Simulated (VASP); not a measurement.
A run of VASP 6.6.1:

The input POSCAR:

```
Hf
1.0
   -1.7865126322      1.7865126322      1.7865126322
    1.7865126322     -1.7865126322      1.7865126322
    1.7865126322      1.7865126322     -1.7865126322
Hf
1
Direct
    0.0000000000      0.0000000000      0.0000000000
```

File INCAR.step1:

```
PREC = Accurate
ENCUT = 520
ISMEAR = 0
SIGMA = 0.1
LREAL = F
LASPH = T
NELM = 80
NBANDS = 11
GGA = PE
ALGO = Normal
EDIFF = 1E-4
LWAVE = T
LCHARG = F
```

The input INCAR.step2:

```
PREC = Accurate
ENCUT = 520
EDIFF = 1E-6
ISMEAR = 0
SIGMA = 0.1
LREAL = F
LASPH = T
NELM = 80
ALGO = Normal
ISIF = 2
LWAVE = F
LCHARG = T
METAGGA = R2SCAN
LMIXTAU = T
LELF = T
LVHAR = T
NBANDS = 11
ISTART = 1
```

The input KPOINTS:

```
regular mesh
0
Gamma
  16 16 16
```

Potentials or basis: VASP PAW PBE potentials, release 64 (Hf_pv).

Command:

```bash
$ cat potpaw_PBE.64/Hf_pv/POTCAR > POTCAR
$ cp INCAR.step1 INCAR
$ mpirun -np 1 vasp_std > vasp.out
$ cp INCAR.step2 INCAR
$ mpirun -np 1 vasp_std > vasp.out
```

Hardware: 1 thread of AMD EPYC 9R45 96-Core Processor (Zen 5) (shared host).

**Question.** Estimate the wall time of this run.

**Answer.** Wall time 70 s on 1 thread of AMD EPYC 9R45 96-Core Processor (Zen 5) (shared host), peak memory 0.14 GiB. Counts: k points 145.
